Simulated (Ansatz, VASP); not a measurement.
**One calculation of BN, two programs**

```xyz
4
Lattice="2.4645 0.0000 0.0000 -1.2322 2.1343 0.0000 0.0000 0.0000 6.5460" Properties=species:S:1:pos:R:3 pbc="T T T"
N     1.2322    0.7114    1.6365
N     0.0000    1.4229    4.9095
B     1.2322    0.7114    4.9095
B     0.0000    1.4229    1.6365
```

Change from the starting cell: volume scaled by 0.96.

Alike in both runs: task single point; functional PBE; k mesh 12 × 12 × 4; occupations fermi-dirac, width 0.05 eV; no spin polarisation.

```csv
,VASP,Ansatz
version,VASP 6.6.1,Ansatz 0.2.0
potentials or method,"VASP PAW PBE potentials, release 64 (N, B), cutoff 520 eV","all-electron LAPW, scalar-relativistic"
```

Ansatz gave:

- gap on the k mesh at the Fermi level (eV): 4.33
- least direct gap on the mesh (eV): 4.76
- pressure (GPa): 16.2
- traceless stress, the component that is largest in VASP (GPa): -12.56

Estimate VASP's values.

gap on the k mesh at the Fermi level (eV): 4.33; least direct gap on the mesh (eV): 4.76; pressure (GPa): 16.3; traceless stress, the component that is largest in VASP (GPa): -12.83.

Ansatz ran all-electron here, and VASP with PAW potentials.
